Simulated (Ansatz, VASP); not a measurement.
Given: the input of a run of VASP 6.6.1 on LiH.

The input POSCAR:

```
LiH
1.0
    0.0000000000      2.0367500000      2.0367500000
    2.0367500000      0.0000000000      2.0367500000
    2.0367500000      2.0367500000      0.0000000000
Li H
1 1
Direct
    0.0000000000      0.0000000000      0.0000000000
    0.5000000000      0.5000000000      0.5000000000
```

Contents of INCAR.step1:

```
SYSTEM = LiH
PREC = Accurate
ENCUT = 520
EDIFF = 1E-5
ISMEAR = -1
SIGMA = 0.05
LREAL = .FALSE.
LASPH = .TRUE.
NELM = 80
ALGO = Normal
ISIF = 2
LWAVE = .TRUE.
LCHARG = .FALSE.
GGA = PE
NBANDS = 9
```

Contents of INCAR.step2:

```
SYSTEM = LiH
PREC = Accurate
ENCUT = 520
EDIFF = 1E-6
ISMEAR = -1
SIGMA = 0.05
LREAL = .FALSE.
LASPH = .TRUE.
NELM = 80
ALGO = Normal
ISIF = 2
LWAVE = .FALSE.
LCHARG = .FALSE.
GGA = PE
LHFCALC = .TRUE.
AEXX = 0.25
PRECFOCK = Normal
ISTART = 1
NBANDS = 9
```

File KPOINTS:

```
regular mesh
0
G
  6 6 6
  0 0 0
```

Potentials or basis: VASP PAW PBE potentials, release 64 (Li_sv, H).

Launch:

```console
$ cat potpaw_PBE.64/Li_sv/POTCAR potpaw_PBE.64/H/POTCAR > POTCAR
$ cp INCAR.step1 INCAR
$ mpirun -np 1 vasp_std > vasp.out
$ cp INCAR.step2 INCAR
$ mpirun -np 1 vasp_std > vasp.out
```

Question: Translate it to Ansatz 0.2.0. Potentials there: Ansatz PAW.

Answer: As run (the cutoff follows the program's own potentials):

input

```
crystal:
  lattice:
    - [0.0, 2.03675, 2.03675]
    - [2.03675, 0.0, 2.03675]
    - [2.03675, 2.03675, 0.0]
  atoms:
    - { symbol: Li, position: [0.0, 0.0, 0.0] }
    - { symbol: H, position: [0.5, 0.5, 0.5] }
hamiltonian:
  xc: pbe0
  pseudopotentials: { kind: paw }
kpoints:
  mp_grid: { grid: [6, 6, 6] }
scf:
  occupations: { method: fermi_dirac, width: 0.05 }
output:
  forces: true
  stress: true
  eigenvalues: true
```

Both were run:

|  | VASP | Ansatz | Ansatz less VASP |
| --- | --- | --- | --- |
| gap on the k mesh at the Fermi level (eV) | 4.72 | 4.70 | -0.028 |
| least direct gap on the mesh (eV) | 4.72 | 4.70 | -0.028 |

The functional is the same, so the differences come from potentials, cutoffs and numerics.

The k mesh is coarse, so the values compare programs but aren't converged. Noted on VASP's run: the cutoff is under 1.25 times that of the potentials, so the pressure is a little rough.
